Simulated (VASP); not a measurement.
**Ni: single point with PBEsol+D3(BJ)**

The system is Ni.

```xyz
1
Lattice="0.0000 1.7619 1.7619 1.7619 0.0000 1.7619 1.7619 1.7619 0.0000" Properties=species:S:1:pos:R:3 pbc="T T T"
Ni    0.0000    0.0000    0.0000
```

* Program: VASP 6.6.1
* Task: single point
* Functional: PBEsol
* Dispersion: D3(BJ)
* Potentials or basis: VASP PAW PBE potentials, release 64 (Ni)
* Cutoff: 600 eV
* k mesh: 24 × 24 × 24
* Occupations: fermi-dirac, width 0.1 eV
* Spin: collinear spin, ferromagnetic start
* Starting moments: [1.5] μB

- Pressure: -16.2 GPa
- Net moment: 0.62 μB per cell
- Site moments: Ni +0.63 μB
- Valence electrons inside the program's atomic spheres: Ni 9.30
- Dispersion energy per atom: -0.415 eV

Levels at points of the mesh, in eV from the Fermi level:
Spin up:
```
           k point  band 3  band 4  band 5  band 6  band 7  band 8
(0.00, 0.00, 0.00)   -2.39   -2.39   -1.24   -1.24   23.66   27.46
(0.50, 0.00, 0.00)   -2.38   -0.57   -0.57   -0.32    5.62   22.16
(0.50, 0.50, 0.00)   -0.53   -0.43   -0.43    2.40    9.16   14.73
```
Spin down:
```
           k point  band 2  band 3  band 4  band 5  band 6  band 7  band 8  band 9
(0.00, 0.00, 0.00)   -1.68   -1.68   -1.68   -0.62   -0.62   23.55   27.46   27.46
(0.50, 0.00, 0.00)   -1.77   -1.77   -0.35    0.16    0.16    6.03   22.05   24.62
(0.50, 0.50, 0.00)   -3.57    0.11    0.37    0.37    2.39    9.42   14.75   14.75
```

Wall time 93 s on 1 thread of Intel(R) Xeon(R) Platinum 8375C CPU @ 2.90GHz (Ice Lake), on a shared host, peak memory 0.24 GiB.

Caveat: three body term missing; the cell stands under tension; the PAW data sets were made with another functional, which shifts forces and pressure a little.
